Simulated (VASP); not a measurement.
Set up this calculation in VASP 6.6.1, as the native input.

```
Task                   : single point
Functional             : PBEsol
Potentials or basis    : VASP PAW PBE potentials, release 64 (Ti_sv, Co)
Cutoff                 : 520 eV
k mesh                 : 12 × 12 × 12
Occupations            : gaussian, width 0.15 eV
Spin                   : collinear spin, ferromagnetic start
Starting moments       : [0.8, 1.76, 1.76, 1.76] μB
Fixed moment           : 6.08 μB
Dipole correction      : no
Further INCAR settings : ALGO = Fast; EDIFF = 1e-07; NBANDS = 32
```

The structure of TiCo3 lies in POSCAR:

```
TiCo3
1.0
    3.4529205823      0.0000000000      0.0000000000
    0.0000000000      3.4529205823      0.0000000000
    0.0000000000      0.0000000000      3.4529205823
Ti Co
1 3
Direct
    0.0000000000      0.0000000000      0.0000000000
    0.0000000000      0.5000000000      0.5000000000
    0.5000000000      0.0000000000      0.5000000000
    0.5000000000      0.5000000000      0.0000000000
```

One way to write it, as run:

INCAR

```
SYSTEM = TiCo3
PREC = Accurate
ENCUT = 520
EDIFF = 1E-7
ISMEAR = 0
SIGMA = 0.15
LREAL = .False.
LASPH = .True.
NELM = 150
ALGO = Fast
ISIF = 2
LWAVE = .False.
LCHARG = .False.
ISPIN = 2
MAGMOM = 0.8 1.76 1.76 1.76
LORBIT = 11
NUPDOWN = 6.08
LMAXMIX = 4
GGA = PS
NBANDS = 32
```

KPOINTS

```
Automatic mesh
0
Gamma
  12 12 12
  0 0 0
```

Potentials or basis: VASP PAW PBE potentials, release 64 (Ti_sv, Co).

Command:

```console
$ cat potpaw_PBE.64/Ti_sv/POTCAR potpaw_PBE.64/Co/POTCAR > POTCAR
$ mpirun -np 1 vasp_std > vasp.out
```

Results of the run:

The pressure is 44.0 GPa. The net moment is 6.08 μB per cell, the site moments are Ti +0.48; Co +1.79 μB and the valence electrons inside the program's atomic spheres are Ti 10.71; Co 8.54.

Caveat: the cell stands under pressure; the PAW data sets were made with another functional, which shifts forces and pressure a little; the total moment is fixed, so each spin has its own Fermi level and the state may be an excited one.

It took 7.9 min on 1 thread of Oxide Virtual Turin-like Processor (shared host), peak memory 0.26 GiB.
